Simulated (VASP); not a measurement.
# MoS2 (P-3m1) in VASP: settings compared, part 2 of 2

VASP 6.6.1. The steps go on from the part before.

## 4. Single point, PBE

This run uses another cell than the first one, of 18.98 Å³/atom, 0.980 times its volume.

INCAR

```
ALGO = Normal
EDIFF = 1E-6
ENCUT = 500
GGA = PE
GGA_COMPAT = F
ISIF = 2
ISMEAR = 0
LASPH = T
LCHARG = F
LREAL = F
LWAVE = F
NBANDS = 20
NELM = 120
PREC = Accurate
SIGMA = 0.1
```

KPOINTS

```
k-points
0
Gamma
  9 9 4
```

POSCAR

```
MoS2
1.0
    3.2274645616      0.0000000000      0.0000000000
   -1.6137322808      2.7950663001      0.0000000000
    0.0000000000      0.0000000000      6.3124734200
Mo S
1 2
Direct
    0.0000000000      0.0000000000      0.5000000000
    0.6666666667      0.3333333333      0.7446806800
    0.3333333333      0.6666666667      0.2553193200
```

Potentials or basis: VASP PAW PBE potentials, release 64 (Mo_sv, S).

Command:

```sh
$ cat potpaw_PBE.64/Mo_sv/POTCAR potpaw_PBE.64/S/POTCAR > POTCAR
$ mpirun -np 1 vasp_std > vasp.out
```

OUTCAR:

```text
EDIFF = 1E-6
   ENCUT = 500
   GGA = PE
   ISIF = 2
   ISMEAR = 0
   LASPH = T
   LREAL = F
   NELM = 120
   PREC = Accurate

 ion  position               nearest neighbor table
   1  0.000  0.000  0.500-   2 2.42   3 2.42   3 2.42   2 2.42   2 2.42   3 2.42
   2  0.667  0.333  0.745-   1 2.42   1 2.42   1 2.42
   3  0.333  0.667  0.255-   1 2.42   1 2.42   1 2.42

  LATTYP: Found a hexagonal cell.
 ALAT       =     3.2274645616
 C/A-ratio  =     1.9558614199

  Lattice vectors:

 A1 = (   3.2274645616,   0.0000000000,   0.0000000000)
 A2 = (  -1.6137322808,   2.7950663001,   0.0000000000)
 A3 = (   0.0000000000,   0.0000000000,   6.3124734200)

Analysis of symmetry for initial positions (statically):
=====================================================================
 Subroutine PRICEL returns:
 Original cell was already a primitive cell.

 Routine SETGRP: Setting up the symmetry group for a
 hexagonal supercell.

 Subroutine GETGRP returns: Found 12 space group operations
 (whereof 12 operations were pure point group operations)
 out of a pool of 24 trial point group operations.

The static configuration has the point symmetry D_3d.

Analysis of symmetry for dynamics (positions and initial velocities):
=====================================================================
 Subroutine PRICEL returns:
 Original cell was already a primitive cell.

 Routine SETGRP: Setting up the symmetry group for a
 hexagonal supercell.

 Subroutine GETGRP returns: Found 12 space group operations
 (whereof 12 operations were pure point group operations)
 out of a pool of 24 trial point group operations.

The dynamic configuration has the point symmetry D_3d.

 Subroutine INISYM returns: Found 12 space group operations
 (whereof 12 operations are pure point group operations),
 and found     1 'primitive' translations

----------------------------------------------------------------------------------------

                                     Primitive cell

  volume of cell :      56.9447

  direct lattice vectors                    reciprocal lattice vectors
     3.227464562  0.000000000  0.000000000     0.309840737  0.178886633  0.000000000
    -1.613732281  2.795066300  0.000000000     0.000000000  0.357773266  0.000000000
     0.000000000  0.000000000  6.312473420     0.000000000  0.000000000  0.158416509

  length of vectors
     3.227464562  3.227464562  6.312473420     0.357773266  0.357773266  0.158416509

  position of ions in fractional coordinates (direct lattice)
     0.000000000  0.000000000  0.500000000
     0.666666667  0.333333333  0.744680680
     0.333333333  0.666666667  0.255319320

  ion indices of the primitive-cell ions
   primitive index   ion index
                 1           1
                 2           2
                 3           3

----------------------------------------------------------------------------------------

 KPOINTS: k-points

Automatic generation of k-mesh.
 Grid dimensions read from file:
 generate k-points for:    9    9    4

 Generating k-lattice:

  Cartesian coordinates                     Fractional coordinates (reciprocal lattice)
     0.034426749  0.019876293  0.000000000     0.111111111  0.000000000  0.000000000
     0.000000000  0.039752585  0.000000000     0.000000000  0.111111111  0.000000000
     0.000000000  0.000000000  0.039604127     0.000000000  0.000000000  0.250000000

  Length of vectors
     0.039752585  0.039752585  0.039604127

  Shift w.r.t. Gamma in fractional coordinates (k-lattice)
     0.000000000  0.000000000  0.000000000

 Subroutine IBZKPT returns following result:
 ===========================================

 Found     43 irreducible k-points:

 Following reciprocal coordinates:
            Coordinates               Weight
  0.000000  0.000000  0.000000      1.000000
  0.111111  0.000000  0.000000      6.000000
  0.222222  0.000000  0.000000      6.000000
  0.333333  0.000000  0.000000      6.000000
  0.444444  0.000000  0.000000      6.000000
  0.111111  0.111111  0.000000      6.000000
[... 16 lines left out ...]
  0.222222  0.111111  0.250000     12.000000
 -0.111111  0.333333  0.250000     12.000000
 [... further k-points ...]
   k-points           NKPTS =     43   k-points in BZ     NKDIM =     43   number of bands    NBANDS=     20
   number of dos      NEDOS =    301   number of ions     NIONS =      3
   total plane-waves  NPLWV =  27648
   dimension x,y,z NGX =    24 NGY =   24 NGZ =   48
   dimension x,y,z NGXF=    48 NGYF=   48 NGZF=   96
   ions per type =               1   2
   NGX,Y,Z   is equivalent  to a cutoff of  12.36, 12.36, 12.64 a.u.
   NGXF,Y,Z  is equivalent  to a cutoff of  24.72, 24.72, 25.28 a.u.
 SYSTEM =  unknown system
   PREC   = accura    normal or accurate (medium, high low for compatibility)
   ISTART =      0    job   : 0-new  1-cont  2-samecut
   ICHARG =      2    charge: 1-file 2-atom 10-const
   ISPIN  =      1    spin polarized calculation?
   LNONCOLLINEAR =      F non collinear calculations
   LSORBIT =      F    spin-orbit coupling
   LASPH  =      T    aspherical Exc in radial PAW
   ENCUT  =  500.0 eV  36.75 Ry    6.06 a.u.   5.88  5.88 11.51*2*pi/ulx,y,z
   NELM   =    120;   NELMIN=  2; NELMDL= -5     # of ELM steps
   EDIFF  = 0.1E-05   stopping-criterion for ELM
   LREAL  =      F    real-space projection
   EDIFFG = 0.1E-04   stopping-criterion for IOM
   NSW    =      0    number of steps for IOM
   IBRION =     -1    ionic relax: 0-MD 1-quasi-New 2-CG
   NFREE  =      0    steps in history (QN), initial steepest desc. (CG)
   ISIF   =      2    stress and relaxation
   ISYM   =      2    0-nonsym 1-usesym 2-fastsym
   POTIM  = 0.5000    time-step for ionic-motion
   TEBEG  =    0.0;   TEEND  =   0.0 temperature during run
   PSTRESS=    0.0 pullay stress
   NELECT =      26.0000    total number of electrons
   NUPDOWN=      -1.0000    fix difference up-down
   EMIN   =  10.00;   EMAX   =-10.00  energy-range for DOS
   EFERMI =   0.00;   METHOD = LEGACY
   ISMEAR =     0;   SIGMA  =   0.10  broadening in eV -4-tet -1-fermi 0-gaus
   EFERMI_NEDOS =   21; number of points for ismear=-14 and -15
   IALGO  =     38    algorithm
   IMIX   =      4    mixing-type and parameters
     AMIX     =   0.40;   BMIX     =  1.00
     AMIX_MAG =   1.60;   BMIX_MAG =  1.00
  volume/ion in A,a.u.               =      18.98       128.09
  Fermi-wavevector in a.u.,A,eV,Ry     =   1.260612  2.382212 21.621610  1.589144
  Thomas-Fermi vector in A             =   2.394113
   LORBIT       =      0    0 simple, 1 ext, 2 COOP (PROOUT), +10 PAW based schemes
   GGA     = PE    functional components
   LHFCALC =     F    Hartree Fock is set to
   AEXX    =    0.0000 exact exchange contribution
   IVDW    =     0    specifies the selected vdW correction
   LEPSILON=     F    determine dielectric tensor
   LRPA    =     F    only Hartree local field effects (RPA)
 non-spin polarized calculation
 Gauss-broadening in eV      SIGMA  =   0.10
  energy-cutoff  :      500.00
  volume of cell :       56.94
 maximum number of plane-waves:      1462
   NGX = 11   NGY = 11   NGZ = 23

 number of electron      26.0000001 magnetization

 Free energy of the ion-electron system (eV)
  ---------------------------------------------------
  ext. energy  EPLUGINS =         0.00000000
  ---------------------------------------------------
  free energy    TOTEN  =       -21.01022597 eV

  energy without entropy =      -21.00468618  energy(sigma->0) =      -21.00745607

 E-fermi :   6.9114     XC(G=0): -10.4451

 val. band max:        6.9084353644   @ k =   0.3333   0.2222   0.0000
 cond. band min:       7.0703826407   @ k =  -0.1111   0.3333   0.2500
 fundamental gap:      0.1619472763
 Fermi energy:         6.9113963721

 k-point     1 :       0.0000    0.0000    0.0000
  band No.  band energies     occupation
      1     -54.8706      2.00000
      2     -28.8966      2.00000
      3     -28.8770      2.00000
      4     -28.8770      2.00000
      5      -7.9120      2.00000
      6      -6.4731      2.00000
[... 12 lines left out ...]
     19      13.1360      0.00000
     20      16.4998      0.00000

 k-point     2 :       0.1111    0.0000    0.0000
  band No.  band energies     occupation
      1     -54.8669      2.00000
      2     -28.9156      2.00000
      3     -28.8890      2.00000
      4     -28.8858      2.00000
      5      -7.7279      2.00000
      6      -6.4343      2.00000
[... 498 lines left out ...]
 k-point    24 :      -0.1111    0.3333    0.2500
  band No.  band energies     occupation
      1     -54.8506      2.00000
      2     -29.0741      2.00000
      3     -28.9369      2.00000
      4     -28.8549      2.00000
      5      -6.7122      2.00000
      6      -6.3370      2.00000
[... 12 lines left out ...]
     19      15.1688      0.00000
     20      15.3828      0.00000

 [... further k-points ...]
[... 5 lines left out ...]
  --------------------------------------------------------------------------------------
  -------------------------------------------------------------------------------------
  Total       -0.0005333     -0.0005333      1.0381783     -0.0000000     -0.0000000     -0.0000000
  in kB       -0.0150053     -0.0150053     29.2098530     -0.0000000     -0.0000000     -0.0000000
  external PRESSURE =       9.7266141 kB  Pullay stress =       0.0000000 kB

 VOLUME and BASIS-vectors are now :
 -----------------------------------------------------------------------------
  energy-cutoff  :      500.00
  volume of cell :       56.94
      direct lattice vectors                 reciprocal lattice vectors
     3.227464562  0.000000000  0.000000000     0.309840737  0.178886633  0.000000000
    -1.613732281  2.795066300  0.000000000     0.000000000  0.357773266  0.000000000
     0.000000000  0.000000000  6.312473420     0.000000000  0.000000000  0.158416509

 POSITION                                       TOTAL-FORCE (eV/Angst)
 -----------------------------------------------------------------------------------
      0.00000      0.00000      3.15624         0.000000      0.000000      0.000000
      1.61373      0.93169      4.70078         0.000000     -0.000000      0.276212
     -0.00000      1.86338      1.61170        -0.000000      0.000000     -0.276212
 -----------------------------------------------------------------------------------
    total drift:                                0.000000     -0.000000      0.000000

  FREE ENERGIE OF THE ION-ELECTRON SYSTEM (eV)
  ---------------------------------------------------
  free  energy   TOTEN  =       -21.0102259689 eV

  energy  without entropy=      -21.0046861786  energy(sigma->0) =      -21.00745607
```

stdout:

```text
POSCAR found type information on POSCAR MoS
 POSCAR found :  2 types and       3 ions
 scaLAPACK will be used
 LDA part: xc-table for (Slater+PW92), standard interpolation
 POSCAR, INCAR and KPOINTS ok, starting setup
 FFT: planning ... GRIDC
 FFT: planning ... GRID_SOFT
 FFT: planning ... GRID
 WAVECAR not read
 entering main loop
```

It took 18 s on 1 thread of Intel Xeon Platinum 8559C (Emerald Rapids), shared host; peak memory 0.19 GiB.

What came out:

```yaml
Free_energy: -21.0102 eV
Pressure: 1.0 GPa
Largest_force: 0.276 eV/Å
Band_gap_on_the_k_mesh: zero (band 13 reaches 7.55 eV, above the bottom of band 14 at 6.52 eV)
```

Forces on the atoms (eV/Å):
```
Mo   0.000  0.000  0.000
S    0.000  0.000  0.276
S    0.000  0.000 -0.276
```

Stress tensor (GPa, compression positive):
```
0.00 0.00 0.00
0.00 0.00 0.00
0.00 0.00 2.92
```

Caveat: this functional lacks dispersion, which binds the layers, so the pressure and a relaxed spacing across them are unreliable.

## 5. Single point, PBEsol

This run uses another cell than the first one, of 18.98 Å³/atom, 0.980 times its volume.

INCAR

```
SYSTEM = MoS2
PREC = Accurate ; ENCUT = 500
EDIFF = 1E-6 ; ISMEAR = 0
SIGMA = 0.05 ; LREAL = .False.
LASPH = .True. ; NELM = 120
ALGO = Normal ; ISIF = 2
LWAVE = .False. ; LCHARG = .False.
GGA = PS ; NBANDS = 20
GGA_COMPAT = .False.
```

KPOINTS

```
regular mesh
0
Gamma
  9 9 4
  0 0 0
```

POSCAR is that of step 4.

Potentials or basis: VASP PAW PBE potentials, release 64 (Mo_sv, S).

Command:

```sh
$ cat potpaw_PBE.64/Mo_sv/POTCAR potpaw_PBE.64/S/POTCAR > POTCAR
$ mpirun -np 1 vasp_std > vasp.out
```

OUTCAR:

```text
SYSTEM = MoS2
   PREC = Accurate
   ENCUT = 500
   EDIFF = 1E-6
   ISMEAR = 0
   LREAL = .False.
   LASPH = .True.
   NELM = 120
   ISIF = 2
   GGA = PS

 ion  position               nearest neighbor table
   1  0.000  0.000  0.500-   2 2.42   3 2.42   3 2.42   2 2.42   2 2.42   3 2.42
   2  0.667  0.333  0.745-   1 2.42   1 2.42   1 2.42
   3  0.333  0.667  0.255-   1 2.42   1 2.42   1 2.42

  LATTYP: Found a hexagonal cell.
 ALAT       =     3.2274645616
 C/A-ratio  =     1.9558614199

  Lattice vectors:

 A1 = (   3.2274645616,   0.0000000000,   0.0000000000)
 A2 = (  -1.6137322808,   2.7950663001,   0.0000000000)
 A3 = (   0.0000000000,   0.0000000000,   6.3124734200)

Analysis of symmetry for initial positions (statically):
=====================================================================
 Subroutine PRICEL returns:
 Original cell was already a primitive cell.

 Routine SETGRP: Setting up the symmetry group for a
 hexagonal supercell.

 Subroutine GETGRP returns: Found 12 space group operations
 (whereof 12 operations were pure point group operations)
 out of a pool of 24 trial point group operations.

The static configuration has the point symmetry D_3d.
[... 162 lines left out ...]

 E-fermi :   6.8130     XC(G=0): -10.6256

 val. band max:        6.7740472310   @ k =   0.2222   0.2222   0.5000
 cond. band min:       6.8170147501   @ k =   0.1111   0.0000   0.0000
 fundamental gap:      0.0429675191
 Fermi energy:         6.8130348280

 k-point     1 :       0.0000    0.0000    0.0000
  band No.  band energies     occupation
      1     -54.8518      2.00000
      2     -28.9152      2.00000
      3     -28.8851      2.00000
      4     -28.8851      2.00000
      5      -7.9902      2.00000
      6      -6.5277      2.00000
[... 541 lines left out ...]
     19      15.0078      0.00000
     20      15.2407      0.00000

 [... further k-points ...]

------------------------ aborting loop because EDIFF is reached ----------------------------------------

  FORCE on cell =-STRESS in cart. coord.  units (eV):
  Direction    XX          YY          ZZ          XY          YZ          ZX
  --------------------------------------------------------------------------------------
  -------------------------------------------------------------------------------------
  Total       -1.6857052     -1.6857052     -0.3182635      0.0000000      0.0000000     -0.0000000
  in kB      -47.4284624    -47.4284624     -8.9545591      0.0000000      0.0000000     -0.0000000
  external PRESSURE =     -34.6038280 kB  Pullay stress =       0.0000000 kB

 VOLUME and BASIS-vectors are now :
 -----------------------------------------------------------------------------
  energy-cutoff  :      500.00
  volume of cell :       56.94
      direct lattice vectors                 reciprocal lattice vectors
     3.227464562  0.000000000  0.000000000     0.309840737  0.178886633  0.000000000
    -1.613732281  2.795066300  0.000000000     0.000000000  0.357773266  0.000000000
     0.000000000  0.000000000  6.312473420     0.000000000  0.000000000  0.158416509

 POSITION                                       TOTAL-FORCE (eV/Angst)
 -----------------------------------------------------------------------------------
      0.00000      0.00000      3.15624        -0.000000     -0.000000      0.000000
      1.61373      0.93169      4.70078        -0.000000      0.000000      0.033094
     -0.00000      1.86338      1.61170         0.000000     -0.000000     -0.033094
 -----------------------------------------------------------------------------------
    total drift:                                0.000000     -0.000000      0.000000

  FREE ENERGIE OF THE ION-ELECTRON SYSTEM (eV)
  ---------------------------------------------------
  free  energy   TOTEN  =       -22.5712193565 eV

  energy  without entropy=      -22.5692012934  energy(sigma->0) =      -22.57021032
```

stdout:

```text
POSCAR found type information on POSCAR MoS
 POSCAR found :  2 types and       3 ions
 scaLAPACK will be used
 -----------------------------------------------------------------------------
|                                                                             |
|                                                                             |
|     You enforced a specific xc type in the INCAR file but a different       |
|     I HOPE YOU KNOW WHAT YOU ARE DOING!                                     |
|                                                                             |
 -----------------------------------------------------------------------------

 LDA part: xc-table for (Slater+PW92), standard interpolation
 POSCAR, INCAR and KPOINTS ok, starting setup
 FFT: planning ... GRIDC
 FFT: planning ... GRID_SOFT
 FFT: planning ... GRID
 WAVECAR not read
 entering main loop
```

Run time: 18 s. Hardware: 1 thread of Intel Xeon Platinum 8559C (Emerald Rapids), shared host; peak memory 0.19 GiB.

What came out:

| Property | Result |
| --- | --- |
| Free energy | -22.5712 eV |
| Pressure | -3.5 GPa |
| Largest force | 0.033 eV/Å |
| Band gap on the k mesh | zero (band 13 reaches 7.45 eV, above the bottom of band 14 at 6.46 eV) |

Forces on the atoms (eV/Å):
```
Mo   0.000  0.000  0.000
S    0.000  0.000  0.033
S    0.000  0.000 -0.033
```

Stress tensor (GPa, compression positive):
```
-4.74  0.00  0.00
 0.00 -4.74  0.00
 0.00  0.00 -0.90
```

Caveat: the PAW data sets were made with another functional, which shifts forces and pressure a little; this functional lacks dispersion, which binds the layers, so the pressure and a relaxed spacing across them are unreliable.

## 6. Summary

| level | cell | cutoff (eV) | smearing | gap on the mesh (eV) | pressure (GPa) | largest force (eV/Å) |
| --- | --- | --- | --- | --- | --- | --- |
| BLYP+D4 | a = 3.249, b = 3.249, c = 6.354 Å, angles 90.0, 90.0, 120.0°, 3 atoms | 520 | fermi-dirac 0.05 eV | none | -1.1 | 0.32 |
| RPBE | a = 3.270, b = 3.270, c = 6.396 Å, angles 90.0, 90.0, 120.0°, 3 atoms | 520 | fermi-dirac 0.05 eV | none | -1.5 | 0.25 |
| PBE | a = 3.227, b = 3.227, c = 6.312 Å, angles 90.0, 90.0, 120.0°, 3 atoms | 500 | gaussian 0.1 eV | none | 1.0 | 0.28 |
| PBEsol | a = 3.227, b = 3.227, c = 6.312 Å, angles 90.0, 90.0, 120.0°, 3 atoms | 500 | gaussian 0.05 eV | none | -3.5 | 0.03 |

Alike in all rows: task single point; potentials or basis VASP PAW PBE potentials, release 64 (Mo_sv, S); no spin polarisation; k mesh 9 × 9 × 4.

Caveats: the PAW data sets were made with another functional, which shifts forces and pressure a little (some runs); this functional lacks dispersion, which binds the layers, so the pressure and a relaxed spacing across them are unreliable (some runs).

Total energies depend on the potentials used, so only differences within one code and one set of settings carry meaning.
